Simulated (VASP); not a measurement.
A run of VASP 6.6.1 is set up as follows.

INCAR

```
SYSTEM = Cs2AgMoF6
PREC = Accurate
ENCUT = 520
EDIFF = 1E-6
ISMEAR = 0
SIGMA = 0.05
LREAL = .False.
LASPH = .True.
NELM = 150
ALGO = Normal
ISIF = 2
LWAVE = .False.
LCHARG = .False.
ISPIN = 2
MAGMOM = 0 0 0 1.95 0 0 0 0 0 0
LORBIT = 11
LMAXMIX = 4
LDAU = .True.
LDAUTYPE = 2
LDAUL = -1 -1 2 -1
LDAUU = 0 0 4.38 0
LDAUJ = 0 0 0 0
LDAUPRINT = 1
GGA = PE
NBANDS = 58
```

File KPOINTS:

```
Automatic mesh
0
Gamma
  4 4 4
  0 0 0
```

File POSCAR:

```
Cs2AgMoF6
1.0
    0.0000000000      4.5963948480      4.5963948480
    4.5963948480      0.0000000000      4.5963948480
    4.5963948480      4.5963948480      0.0000000000
Cs Ag Mo F
2 1 1 6
Direct
    0.2500000000      0.2500000000      0.2500000000
    0.7500000000      0.7500000000      0.7500000000
    0.5000000000      0.5000000000      0.5000000000
    0.0000000000      0.0000000000      0.0000000000
    0.2277243390      0.2277243390      0.7722756610
    0.2277243390      0.7722756610      0.7722756610
    0.7722756610      0.7722756610      0.2277243390
    0.2277243390      0.7722756610      0.2277243390
    0.7722756610      0.2277243390      0.7722756610
    0.7722756610      0.2277243390      0.2277243390
```

Potentials or basis: VASP PAW PBE potentials, release 64 (Cs_sv, Ag, Mo_sv, F).

Command:

```bash
$ cat potpaw_PBE.64/Cs_sv/POTCAR potpaw_PBE.64/Ag/POTCAR potpaw_PBE.64/Mo_sv/POTCAR potpaw_PBE.64/F/POTCAR > POTCAR
$ mpirun -np 1 vasp_std > vasp.out
```

(1) What does it give for the net moment?

(2) Estimate the site moments.

(3) Predict the band gap on the k mesh.

Results:

(1) 3.00 μB per cell.

(2) Cs -0.00; Ag -0.00; Mo +2.71; F +0.02 μB.

(3) 2.75 eV.

Caveat: spin-orbit coupling is left out, which moves the levels of the heavy elements.
